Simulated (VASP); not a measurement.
# AlRu (Pm-3m) in VASP: further runs

Runs on AlRu. Level: PBE. Tasks: single point, relaxation of cell and atoms.

Everything below comes from runs of VASP 6.6.1. Logs are shortened: lines on timing, memory, paths and dates and some standing lists are left out, and cuts for length are marked.

**1. The cell of the first run**

The structure is cubic, space group Pm-3m (No. 221). The conventional cell has a = 3.004 Å, b = 3.004 Å, c = 3.004 Å, α = 90.00°, β = 90.00°, γ = 90.00°. Within 3.4 Å of Al (site symmetry m-3m) lie 8 Ru at 2.60 Å and 6 Al at 3.00 Å. Within 3.4 Å of Ru (site symmetry m-3m) lie 8 Al at 2.60 Å and 6 Ru at 3.00 Å.

**2. Single point, PBE**

Contents of INCAR:

```
ALGO = Fast ; EDIFF = 1E-6
ENCUT = 520 ; GGA = PE
ISIF = 2 ; ISMEAR = 0
LASPH = True ; LCHARG = False
LREAL = False ; LWAVE = False
NBANDS = 16 ; NELM = 100
PREC = Accurate ; SIGMA = 0.1
```

Contents of KPOINTS:

```
k-points
0
Gamma
  14 14 14
```

Contents of POSCAR:

```
AlRu
1.0
    3.0040350103      0.0000000000      0.0000000000
    0.0000000000      3.0040350103      0.0000000000
    0.0000000000      0.0000000000      3.0040350103
Al Ru
1 1
Direct
    0.0000000000      0.0000000000      0.0000000000
    0.5000000000      0.5000000000      0.5000000000
```

Potentials or basis: VASP PAW PBE potentials, release 64 (Al, Ru_pv).

Launch:

```sh
$ cat potpaw_PBE.64/Al/POTCAR potpaw_PBE.64/Ru_pv/POTCAR > POTCAR
$ mpirun -np 1 vasp_std > vasp.out
```

OUTCAR:

```text
EDIFF = 1E-6
   ENCUT = 520
   GGA = PE
   ISIF = 2
   ISMEAR = 0
   LASPH = True
   LREAL = False
   NELM = 100
   PREC = Accurate

 ion  position               nearest neighbor table
   1  0.000  0.000  0.000-   2 2.60   2 2.60   2 2.60   2 2.60   2 2.60   2 2.60   2 2.60   2 2.60

   2  0.500  0.500  0.500-   1 2.60   1 2.60   1 2.60   1 2.60   1 2.60   1 2.60   1 2.60   1 2.60

  LATTYP: Found a simple cubic cell.
 ALAT       =     3.0040350103

  Lattice vectors:

 A1 = (   3.0040350103,   0.0000000000,   0.0000000000)
 A2 = (   0.0000000000,   3.0040350103,   0.0000000000)
 A3 = (   0.0000000000,   0.0000000000,   3.0040350103)

Analysis of symmetry for initial positions (statically):
=====================================================================
 Subroutine PRICEL returns:
 Original cell was already a primitive cell.

 Routine SETGRP: Setting up the symmetry group for a
 simple cubic supercell.

 Subroutine GETGRP returns: Found 48 space group operations
 (whereof 48 operations were pure point group operations)
 out of a pool of 48 trial point group operations.

The static configuration has the point symmetry O_h .

Analysis of symmetry for dynamics (positions and initial velocities):
=====================================================================
 Subroutine PRICEL returns:
 Original cell was already a primitive cell.

 Routine SETGRP: Setting up the symmetry group for a
 simple cubic supercell.

 Subroutine GETGRP returns: Found 48 space group operations
 (whereof 48 operations were pure point group operations)
 out of a pool of 48 trial point group operations.

The dynamic configuration has the point symmetry O_h .

 Subroutine INISYM returns: Found 48 space group operations
 (whereof 48 operations are pure point group operations),
 and found     1 'primitive' translations

----------------------------------------------------------------------------------------

                                     Primitive cell

  volume of cell :      27.1091

  direct lattice vectors                    reciprocal lattice vectors
     3.004035010  0.000000000  0.000000000     0.332885601  0.000000000  0.000000000
     0.000000000  3.004035010  0.000000000     0.000000000  0.332885601  0.000000000
     0.000000000  0.000000000  3.004035010     0.000000000  0.000000000  0.332885601

  length of vectors
     3.004035010  3.004035010  3.004035010     0.332885601  0.332885601  0.332885601

[... 76 lines left out ...]
   LSORBIT =      F    spin-orbit coupling
   LASPH  =      T    aspherical Exc in radial PAW
   ENCUT  =  520.0 eV  38.22 Ry    6.18 a.u.   5.59  5.59  5.59*2*pi/ulx,y,z
   NELM   =    100;   NELMIN=  2; NELMDL= -5     # of ELM steps
   EDIFF  = 0.1E-05   stopping-criterion for ELM
   LREAL  =      F    real-space projection
   EDIFFG = 0.1E-04   stopping-criterion for IOM
   NSW    =      0    number of steps for IOM
   IBRION =     -1    ionic relax: 0-MD 1-quasi-New 2-CG
   NFREE  =      0    steps in history (QN), initial steepest desc. (CG)
   ISIF   =      2    stress and relaxation
   ISYM   =      2    0-nonsym 1-usesym 2-fastsym
   POTIM  = 0.5000    time-step for ionic-motion
   TEBEG  =    0.0;   TEEND  =   0.0 temperature during run
   PSTRESS=    0.0 pullay stress
   NELECT =      17.0000    total number of electrons
   NUPDOWN=      -1.0000    fix difference up-down
   EMIN   =  10.00;   EMAX   =-10.00  energy-range for DOS
   EFERMI =   0.00;   METHOD = LEGACY
   ISMEAR =     0;   SIGMA  =   0.10  broadening in eV -4-tet -1-fermi 0-gaus
   EFERMI_NEDOS =   21; number of points for ismear=-14 and -15
   IALGO  =     68    algorithm
   IMIX   =      4    mixing-type and parameters
     AMIX     =   0.40;   BMIX     =  1.00
     AMIX_MAG =   1.60;   BMIX_MAG =  1.00
  volume/ion in A,a.u.               =      13.55        91.47
  Fermi-wavevector in a.u.,A,eV,Ry     =   1.401262  2.648002 26.715535  1.963536
  Thomas-Fermi vector in A             =   2.524141
   LORBIT       =      0    0 simple, 1 ext, 2 COOP (PROOUT), +10 PAW based schemes
   GGA     = PE    functional components
   LHFCALC =     F    Hartree Fock is set to
   AEXX    =    0.0000 exact exchange contribution
   IVDW    =     0    specifies the selected vdW correction
   LEPSILON=     F    determine dielectric tensor
   LRPA    =     F    only Hartree local field effects (RPA)
 non-spin polarized calculation
 RMM-DIIS sequential band-by-band and
 Gauss-broadening in eV      SIGMA  =   0.10
  energy-cutoff  :      520.00
  volume of cell :       27.11
 maximum number of plane-waves:       742
 NGX is ok and might be reduce to    24
   NGX = 11   NGY = 11   NGZ = 11

 number of electron      16.9999996 magnetization

 Free energy of the ion-electron system (eV)
  ---------------------------------------------------
  ext. energy  EPLUGINS =         0.00000000
  ---------------------------------------------------
  free energy    TOTEN  =       -14.25815680 eV

  energy without entropy =      -14.24831939  energy(sigma->0) =      -14.25323810

 E-fermi :  10.5400     XC(G=0): -12.5025

 val. band max:       10.5248062098   @ k =   0.5000   0.2857   0.1429
 cond. band min:      10.5407412850   @ k =   0.1429   0.0714   0.0714
 fundamental gap:      0.0159350752
 Fermi energy:        10.5399743737

 k-point     1 :       0.0000    0.0000    0.0000
  band No.  band energies     occupation
      1     -31.2196      2.00000
      2     -31.2196      2.00000
      3     -31.2196      2.00000
      4       0.9399      2.00000
      5       7.0454      2.00000
      6       7.0454      2.00000
[... 433 lines left out ...]
      3     -31.1991      2.00000
      4       3.7651      2.00000
      5       6.6689      2.00000
      6       8.0425      2.00000
[... 8 lines left out ...]
     15      22.9644      0.00000
     16      24.7943      0.00000

 [... further k-points ...]
[... 5 lines left out ...]
  --------------------------------------------------------------------------------------
  -------------------------------------------------------------------------------------
  Total       -0.0043003     -0.0043003     -0.0043003      0.0000000      0.0000000     -0.0000000
  in kB       -0.2541500     -0.2541500     -0.2541500      0.0000000      0.0000000     -0.0000000
  external PRESSURE =      -0.2541500 kB  Pullay stress =       0.0000000 kB

 VOLUME and BASIS-vectors are now :
 -----------------------------------------------------------------------------
  energy-cutoff  :      520.00
  volume of cell :       27.11
      direct lattice vectors                 reciprocal lattice vectors
     3.004035010  0.000000000  0.000000000     0.332885601  0.000000000  0.000000000
     0.000000000  3.004035010  0.000000000     0.000000000  0.332885601  0.000000000
     0.000000000  0.000000000  3.004035010     0.000000000  0.000000000  0.332885601

 POSITION                                       TOTAL-FORCE (eV/Angst)
 -----------------------------------------------------------------------------------
      0.00000      0.00000      0.00000         0.000000      0.000000      0.000000
      1.50202      1.50202      1.50202         0.000000      0.000000      0.000000
 -----------------------------------------------------------------------------------
    total drift:                                0.000000     -0.000000     -0.000000

  FREE ENERGIE OF THE ION-ELECTRON SYSTEM (eV)
  ---------------------------------------------------
  free  energy   TOTEN  =       -14.2581568043 eV

  energy  without entropy=      -14.2483193861  energy(sigma->0) =      -14.25323810
```

stdout:

```text
POSCAR found type information on POSCAR AlRu
 POSCAR found :  2 types and       2 ions
 scaLAPACK will be used
 LDA part: xc-table for (Slater+PW92), standard interpolation
 POSCAR, INCAR and KPOINTS ok, starting setup
 FFT: planning ... GRIDC
 FFT: planning ... GRID_SOFT
 FFT: planning ... GRID
 WAVECAR not read
 entering main loop
```

Wall time 20 s (1 thread of Intel Xeon Platinum 8488C (Sapphire Rapids), shared host); peak memory 0.17 GiB.

Results:

| Property | Result |
| --- | --- |
| Free energy | -14.2582 eV |
| Pressure | 0.0 GPa |

Levels at points of the mesh, in eV from the Fermi level:
```csv
k point,band 6,band 7,band 8,band 9,band 10,band 11,band 12,band 13
"(0.00, 0.00, 0.00)",-3.49,0.18,0.18,0.18,6.02,6.02,6.02,10.91
"(0.50, 0.00, 0.00)",-2.71,-1.57,-1.57,0.42,2.25,7.46,10.97,10.97
"(0.50, 0.50, 0.00)",-1.36,-1.36,-1.14,-1.14,1.51,5.23,6.11,10.50
"(0.50, 0.50, 0.50)",-4.56,1.60,1.60,2.50,4.11,4.11,4.11,8.42
```

**3. Relaxation of cell and atoms, PBE**

This run uses another cell than the first one, of 13.86 Å³/atom, 1.022 times its volume.

Contents of INCAR:

```
SYSTEM = AlRu
PREC = Accurate
ENCUT = 600
EDIFF = 1E-7
ISMEAR = 0
SIGMA = 0.1
LREAL = .FALSE.
LASPH = .TRUE.
NELM = 80
ALGO = Normal
ISIF = 3
LWAVE = .FALSE.
LCHARG = .FALSE.
GGA = PE
IBRION = 2
NSW = 100
EDIFFG = -0.005
```

Contents of KPOINTS:

```
Automatic mesh
0
G
  14 14 14
  0 0 0
```

Contents of POSCAR:

```
AlRu
1.0
    3.0260840301      0.0000000000      0.0000000000
    0.0000000000      3.0260840301      0.0000000000
    0.0000000000      0.0000000000      3.0260840301
Al Ru
1 1
Direct
    0.0000000000      0.0000000000      0.0000000000
    0.5000000000      0.5000000000      0.5000000000
```

Potentials or basis: VASP PAW PBE potentials, release 64 (Al, Ru_pv).

Launch:

```sh
$ cat potpaw_PBE.64/Al/POTCAR potpaw_PBE.64/Ru_pv/POTCAR > POTCAR
$ mpirun -np 1 vasp_std > vasp.out
```

OUTCAR:

```text
SYSTEM = AlRu
   PREC = Accurate
   ENCUT = 600
   EDIFF = 1E-7
   ISMEAR = 0
   LREAL = .FALSE.
   LASPH = .TRUE.
   NELM = 80
   ISIF = 3
   GGA = PE
   IBRION = 2
   NSW = 100
   EDIFFG = -0.005

 ion  position               nearest neighbor table
   1  0.000  0.000  0.000-   2 2.62   2 2.62   2 2.62   2 2.62   2 2.62   2 2.62   2 2.62   2 2.62

   2  0.500  0.500  0.500-   1 2.62   1 2.62   1 2.62   1 2.62   1 2.62   1 2.62   1 2.62   1 2.62

  LATTYP: Found a simple cubic cell.
 ALAT       =     3.0260840301

  Lattice vectors:

 A1 = (   3.0260840301,   0.0000000000,   0.0000000000)
 A2 = (   0.0000000000,   3.0260840301,   0.0000000000)
 A3 = (   0.0000000000,   0.0000000000,   3.0260840301)

Analysis of symmetry for initial positions (statically):
=====================================================================
[... 259 lines left out ...]
 fundamental gap:      0.0158315249
 Fermi energy:        10.5419427474

 k-point     1 :       0.0000    0.0000    0.0000
  band No.  band energies     occupation
      1     -31.2179      2.00000
      2     -31.2179      2.00000
      3     -31.2179      2.00000
      4       0.9412      2.00000
      5       7.0466      2.00000
      6       7.0467      2.00000
      7      10.7196      0.01200
      8      10.7196      0.01200
      9      10.7196      0.01200
     10      16.5627      0.00000
     11      16.5627      0.00000
     12      16.5627      0.00000
[... 331 lines left out ...]
 k-point    24 :       0.3571    0.2143    0.0000
  band No.  band energies     occupation
      1     -31.3710      2.00000
      2     -31.2796      2.00000
      3     -31.1973      2.00000
      4       3.7667      2.00000
      5       6.6704      2.00000
      6       8.0440      2.00000
      7       8.9526      2.00000
      8       9.3744      2.00000
      9      10.2109      2.00000
     10      13.1454      0.00000
     11      16.8076      0.00000
     12      19.4049      0.00000

 [... further k-points ...]
[... 5 lines left out ...]
  --------------------------------------------------------------------------------------
  -------------------------------------------------------------------------------------
  Total       -0.0050892     -0.0050892     -0.0050892      0.0000000     -0.0000000      0.0000000
  in kB       -0.3008236     -0.3008236     -0.3008236      0.0000000     -0.0000000      0.0000000
  external PRESSURE =      -0.3008236 kB  Pullay stress =       0.0000000 kB
[... 17 lines left out ...]
  FREE ENERGIE OF THE ION-ELECTRON SYSTEM (eV)
  ---------------------------------------------------
  free  energy   TOTEN  =       -14.2584649344 eV

  energy  without entropy=      -14.2486288742  energy(sigma->0) =      -14.25354690

 reached required accuracy - stopping structural energy minimisation
```

OSZICAR:

```text
N       E                     dE             d eps       ncg     rms          rms(c)
DAV:   1     0.124641770176E+03    0.12464E+03   -0.10282E+04  2952   0.147E+03
DAV:   2    -0.123476628885E+02   -0.13699E+03   -0.13128E+03  3056   0.367E+02
DAV:   3    -0.148907810007E+02   -0.25431E+01   -0.24622E+01  3392   0.510E+01
[... 28 lines left out ...]
DAV:   5    -0.142584237694E+02   -0.13277E-03   -0.67734E-04  3440   0.306E-01    0.666E-02
DAV:   6    -0.142584640029E+02   -0.40234E-04   -0.75586E-05  3256   0.959E-02    0.117E-02
DAV:   7    -0.142584643579E+02   -0.35496E-06   -0.61980E-06  3504   0.260E-02    0.388E-03
DAV:   8    -0.142584648677E+02   -0.50984E-06   -0.37095E-07  3204   0.547E-03    0.777E-04
DAV:   9    -0.142584649344E+02   -0.66640E-07   -0.11441E-08  1464   0.103E-03
   3 F= -.14258465E+02 E0= -.14253547E+02  d E =-.840955E-02
```

CONTCAR:

```text
AlRu
   1.00000000000000
     3.0038768641709042   -0.0000000000000000   -0.0000000000000000
    -0.0000000000000000    3.0038768641709042    0.0000000000000000
    -0.0000000000000000    0.0000000000000000    3.0038768641709042
  Al              Ru
     1     1
Direct
     0.0000000000000000    0.0000000000000000    0.0000000000000000
     0.5000000000000000    0.5000000000000000    0.5000000000000000

  0.00000000E+00  0.00000000E+00  0.00000000E+00
  0.00000000E+00  0.00000000E+00  0.00000000E+00
```

It took 40 s on 1 thread of Intel Xeon Platinum 8488C (Sapphire Rapids), shared host; peak memory 0.18 GiB.

Results:

```yaml
Free_energy: -14.2585 eV
Relaxed_volume: 13.55 Å³/atom
Relaxed_cell: a = 3.004 Å, b = 3.004 Å, c = 3.004 Å, α = 90.00°, β = 90.00°, γ = 90.00°
Space_group_after_relaxing_to_0.05_Å: Pm-3m (No. 221)
Energy_gained_by_relaxing: 4.2 meV/atom
Ionic_steps: 3
Pressure_after_relaxing: 0.0 GPa
```

The path:
| step | energy change (eV) | largest force (eV/Å) | pressure (GPa) | volume (Å³) |
| --- | --- | --- | --- | --- |
| 1 | 0.0000 | 0.0000 | -4.32 | 27.71 |
| 2 | 0.0101 | 0.0000 | 7.10 | 26.24 |
| 3 | -0.0084 | 0.0000 | -0.03 | 27.10 |

Final structure:
```
Al Ru
1.0
     3.00388    0.00000    0.00000
     0.00000    3.00388    0.00000
     0.00000    0.00000    3.00388
Al Ru
1 1
Cartesian
  0.0000 0.0000 0.0000
  1.5019 1.5019 1.5019
```
